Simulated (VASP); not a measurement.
Set up this calculation in VASP 6.6.1, as the native input.

- Task: relaxation of the atoms
- Functional: PBEsol
- Potentials or basis: VASP PAW PBE potentials, release 64 (Ga_d, N)
- Cutoff: 520 eV
- k mesh: 8 × 8 × 4
- Occupations: gaussian, width 0.01 eV
- Spin: no spin polarisation
- Dipole correction: no
- Further INCAR settings: ALGO = Normal; EDIFF = 1e-06; IBRION = 2; EDIFFG = -0.002; NSW = 50

The structure of GaN lies in POSCAR:

```
GaN
1.0
    3.1825744861      0.0000000000      0.0000000000
   -1.5912872430      2.7561903544      0.0000000000
    0.0000000000      0.0000000000      5.1594828061
Ga N
2 2
Direct
    0.3333333333      0.6666666667     -0.0008061617
    0.6666666667      0.3333333333      0.4991938383
    0.3333333333      0.6666666667      0.3758061617
    0.6666666667      0.3333333333      0.8758061617
```

This cell differs from its parent crystal: z stretched by -0.5 %, x and y held.

The input as run:

INCAR

```
SYSTEM = GaN
  PREC = Accurate
  ENCUT = 520
  EDIFF = 1E-6
  ISMEAR = 0
  SIGMA = 0.01
  LREAL = .FALSE.
  LASPH = .TRUE.
  NELM = 60
  ALGO = Normal
  ISIF = 2
  LWAVE = .FALSE.
  LCHARG = .FALSE.
  GGA = PS
  IBRION = 2
  NSW = 50
  EDIFFG = -0.002
```

KPOINTS

```
Automatic mesh
0
G
  8 8 4
  0 0 0
```

Potentials or basis: VASP PAW PBE potentials, release 64 (Ga_d, N).

Launch:

```console
$ cat potpaw_PBE.64/Ga_d/POTCAR potpaw_PBE.64/N/POTCAR > POTCAR
$ mpirun -np 1 vasp_std > vasp.out
```

It gave:

```
Energy gained by relaxing : 0.1 meV/atom
Ionic steps               : 3
Pressure after relaxing   : 0.7 GPa
Band gap on the k mesh    : 1.94 eV
```

Caveat: the cell differs from its parent crystal (z stretched by -0.5 %, x and y held); the PAW data sets were made with another functional, which shifts forces and pressure a little.

Wall time 44 s on 1 thread of Intel Xeon 8259CL (shared host), peak memory 0.17 GiB.
